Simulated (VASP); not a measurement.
A run of VASP 6.6.1 is set up as follows.

The input INCAR:

```
PREC = Accurate ; ENCUT = 600
EDIFF = 1E-6 ; ISMEAR = 0
SIGMA = 0.01 ; LREAL = False
LASPH = True ; NELM = 80
ALGO = Normal ; ISIF = 3
LWAVE = False ; LCHARG = False
GGA = PE ; IBRION = 2
NSW = 80 ; EDIFFG = -0.03
```

Contents of KPOINTS:

```
Automatic mesh
0
Gamma
  8 8 8
```

POSCAR

```
AlN
1.0
    0.0000000000      2.1839935600      2.1839935600
    2.1839935600      0.0000000000      2.1839935600
    2.1839935600      2.1839935600      0.0000000000
Al N
1 1
Direct
    0.0000000000      0.0000000000      0.0000000000
    0.7500000000      0.7500000000      0.7500000000
```

Potentials or basis: VASP PAW PBE potentials, release 64 (Al, N).

The run is started by

```console
$ cat potpaw_PBE.64/Al/POTCAR potpaw_PBE.64/N/POTCAR > POTCAR
$ mpirun -np 1 vasp_std > vasp.out
```

Question: What does it give for the relaxed cell?

Answer: a = 3.112 Å, b = 3.112 Å, c = 3.112 Å, α = 60.00°, β = 60.00°, γ = 60.00°.

Question: Predict the space group after relaxing (to 0.05 Å).

Answer: F-43m (No. 216).

Question: What does it give for the band gap on the k mesh?

Answer: 3.31 eV, indirect (least direct gap 4.00 eV).

Final structure:
```
Al N
1.0
     0.00000    2.20019    2.20019
     2.20019    0.00000    2.20019
     2.20019    2.20019    0.00000
Al N
1 1
Direct
  0.00000 0.00000 0.00000
  0.75000 0.75000 0.75000
```

A k mesh can miss the band edges. As with any semilocal functional, this PBE gap is likely too small.
